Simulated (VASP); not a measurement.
## AgAs2: relaxation of cell and atoms with PBE

Crystal: AgAs2.

```
Ag As
1.0
    -1.81819    1.81819    4.46024
     1.81819   -1.81819    4.46024
     1.81819    1.81819   -4.46024
Ag As
1 2
Direct
  0.00000 0.00000 0.00000
  0.66500 0.66500 0.00000
  0.33500 0.33500 0.00000
```

```
Program                : VASP 6.6.1
Task                   : relaxation of cell and atoms
Functional             : PBE
Potentials or basis    : VASP PAW PBE potentials, release 64 (Ag, As)
Cutoff                 : 600 eV
k mesh                 : 6 × 6 × 6
Occupations            : gaussian, width 0.1 eV
Spin                   : no spin polarisation
Dipole correction      : no
Further INCAR settings : ALGO = Normal; EDIFF = 1e-06; IBRION = 2; EDIFFG = -0.04; NSW = 90; ISIF = 3
```

```
Relaxed volume                        : 20.30 Å³/atom
Relaxed cell                          : a = 5.270 Å, b = 5.270 Å, c = 5.270 Å, α = 139.62°, β = 139.62°, γ = 58.44°
Space group after relaxing (to 0.1 Å) : I4/mmm (No. 139)
Energy gained by relaxing             : 70.5 meV/atom
Ionic steps                           : 15
Pressure after relaxing               : 0.0 GPa
Largest force after relaxing          : 0.009 eV/Å
Band gap on the k mesh                : zero (an odd number of electrons rules out a gap without spin polarisation)
```

Forces on the atoms (eV/Å):
```
Ag   0.000  0.000  0.000
As   0.000  0.000  0.009
As   0.000  0.000 -0.009
```

The path:
| step | energy change (eV) | largest force (eV/Å) | pressure (GPa) | volume (Å³) |
| --- | --- | --- | --- | --- |
| 1 | 0.0000 | 0.4959 | -1.29 | 58.98 |
| 2 | -0.0286 | 0.5529 | 0.60 | 57.63 |
| 3 | -0.0402 | 0.5204 | 2.93 | 56.23 |
| 4 | -0.0529 | 0.5051 | 3.02 | 56.20 |
| 5 | -0.0899 | 0.4887 | 3.47 | 56.10 |
| 6 | -0.1315 | 0.0877 | 5.07 | 55.92 |
| 7 | -0.1773 | 0.0711 | 2.48 | 57.62 |
| 8 | -0.2004 | 0.1707 | -0.53 | 60.43 |
| 9 | -0.2007 | 0.1928 | -0.70 | 60.69 |
| 10 | -0.2009 | 0.2180 | -1.01 | 61.08 |
| 11 | -0.2009 | 0.2096 | -0.89 | 60.93 |
| 12 | -0.2056 | 0.1782 | -0.70 | 61.01 |
| 13 | -0.2110 | 0.0246 | -0.28 | 61.26 |
| 14 | -0.2112 | 0.0136 | -0.36 | 61.21 |
| 15 | -0.2116 | 0.0093 | -0.02 | 60.89 |

Final structure:
```
Ag As
1.0
    -1.81917    1.81917    4.59968
     1.81917   -1.81917    4.59968
     1.81917    1.81917   -4.59968
Ag As
1 2
Direct
  0.00000 0.00000 0.00000
  0.69698 0.69698 0.00000
  0.30302 0.30302 0.00000
```

Levels at points of the mesh, in eV from the Fermi level:
```
           k point  band 8  band 9  band 10  band 11  band 12  band 13  band 14
(0.00, 0.00, 0.00)   -2.56   -1.68    -1.68    -1.66     2.33     2.91     2.91
(0.50, 0.00, 0.00)   -3.95   -2.95     0.00     0.32     0.95     2.31     2.84
(0.50, 0.50, 0.00)   -3.83   -3.17    -1.24    -0.82    -0.46     3.18     3.55
(0.50, 0.50, 0.50)   -3.36   -2.81    -2.81     0.98     4.10     4.33     4.33
```

Run time: 8.3 min on 1 thread of Intel(R) Xeon(R) Platinum 8259CL CPU @ 2.50GHz (Skylake/Cascade Lake) (shared host), peak memory 0.29 GiB.

Caveat: an odd number of electrons without spin polarisation forces a metal; a magnetic or distorted state may lie lower.
